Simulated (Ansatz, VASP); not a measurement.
## CdH2O2 in VASP and in Ansatz

INCAR

```
SYSTEM = CdH2O2
ALGO = Normal ; EDIFF = 1E-6
ENCUT = 520 ; GGA = PS
ISIF = 2 ; ISMEAR = 0
LASPH = .TRUE. ; LCHARG = .FALSE.
LREAL = .FALSE. ; LWAVE = .FALSE.
NBANDS = 21 ; NELM = 80
PREC = Accurate ; SIGMA = 0.05
```

KPOINTS

```
k-points
0
G
  9 9 6
  0 0 0
```

Contents of POSCAR:

```
CdH2O2
1.0
    3.4627930753      0.0000000000      0.0000000000
   -1.7313965376      2.9988667712      0.0000000000
    0.0000000000      0.0000000000      4.5733346006
Cd H O
1 2 2
Direct
    0.0000000000      0.0000000000      0.0000000000
    0.6666666667      0.3333333333      0.5509607200
    0.3333333333      0.6666666667      0.4490392800
    0.6666666667      0.3333333333      0.7593720000
    0.3333333333      0.6666666667      0.2406280000
```

Input for Ansatz:

```yaml
crystal:
  lattice:
    - [3.4627930753, 0.0, 0.0]
    - [-1.7313965376, 2.9988667712, 0.0]
    - [0.0, 0.0, 4.5733346006]
  atoms:
    - { symbol: Cd, position: [0.0, 0.0, 0.0] }
    - { symbol: H, position: [0.6666666667, 0.3333333333, 0.55096072] }
    - { symbol: H, position: [0.3333333333, 0.6666666667, 0.44903928] }
    - { symbol: O, position: [0.6666666667, 0.3333333333, 0.759372] }
    - { symbol: O, position: [0.3333333333, 0.6666666667, 0.240628] }
basis:
  ecutwfc: 420
kpoints:
  mp_grid: { grid: [9, 9, 6] }
hamiltonian:
  xc: pbesol
scf:
  occupations: { method: gaussian, width: 0.05 }
output:
  forces: true
  stress: true
  eigenvalues: true
```

Change from the starting cell: strain -0.015 along x and y, -0.015 along z, atoms carried along.

Alike in both runs: task single point; functional PBEsol; k mesh 9 × 9 × 6; occupations gaussian, width 0.05 eV; no spin polarisation.

```csv
,VASP,Ansatz
version,VASP 6.6.1,Ansatz 0.2.0
potentials or method,"VASP PAW PBE potentials, release 64 (Cd, H, O), cutoff 520 eV","scalar-relativistic, plane waves, PAW"
valence electrons in the cell,26,34
```

```tsv
	VASP	Ansatz	Ansatz less VASP
gap on the k mesh at the Fermi level (eV)	1.73	1.75	+0.015
least direct gap on the mesh (eV)	2.08	2.09	+0.013
pressure (GPa)	6.1	5.0	-1.07
traceless stress, the component that is largest in VASP (GPa)	4.67	4.18	-0.496
rms of the force components (eV/Å)	0.658	0.592	-0.0656
```

VASP's potentials were made for PBE, not for PBEsol. Atom by atom the forces differ by 0.069 eV/Å (rms over components). With one functional, cell and mesh, what is left measures potentials, basis and numerics. VASP's potentials hold 26 valence electrons a cell and Ansatz's 34, so a difference there can come from the potentials and not from the codes.
